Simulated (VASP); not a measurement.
Write the native input for VASP 6.6.1 that does the following.

| Quantity | Value |
| --- | --- |
| Task | single point |
| Functional | PBE |
| Potentials or basis | VASP PAW PBE potentials, release 64 (Li_sv, Br) |
| Cutoff | 750 eV |
| k mesh | 8 × 8 × 8 |
| Occupations | gaussian, width 0.02 eV |
| Spin | no spin polarisation |
| Dipole correction | no |
| Further INCAR settings | ALGO = Normal; EDIFF = 1e-06; NBANDS = 12 |

The structure of LiBr lies in POSCAR:

```
LiBr
1.0
    0.0000000000      2.6991554615      2.6991554615
    2.6991554615      0.0000000000      2.6991554615
    2.6991554615      2.6991554615      0.0000000000
Li Br
1 1
Direct
    0.0000000000      0.0000000000      0.0000000000
    0.5000000000      0.5000000000      0.5000000000
```

This cell differs from its parent crystal: volume scaled by 0.94.

One way to write it, as run:

INCAR

```
SYSTEM = LiBr
ALGO = Normal
EDIFF = 1E-6
ENCUT = 750
GGA = PE
GGA_COMPAT = .FALSE.
ISIF = 2
ISMEAR = 0
LASPH = .TRUE.
LCHARG = .FALSE.
LREAL = .FALSE.
LWAVE = .FALSE.
NBANDS = 12
NELM = 120
PREC = Accurate
SIGMA = 0.02
```

KPOINTS

```
k-points
0
G
  8 8 8
  0 0 0
```

Potentials or basis: VASP PAW PBE potentials, release 64 (Li_sv, Br).

Launch:

```sh
$ cat potpaw_PBE.64/Li_sv/POTCAR potpaw_PBE.64/Br/POTCAR > POTCAR
$ mpirun -np 1 vasp_std > vasp.out
```

Results of the run:

```yaml
Pressure: 1.8 GPa
Band_gap_on_the_k_mesh: 5.20 eV, direct
```

It took 18 s on 1 thread of Intel(R) Xeon(R) Platinum 8375C CPU @ 2.90GHz (Ice Lake) (shared host), peak memory 0.2 GiB.
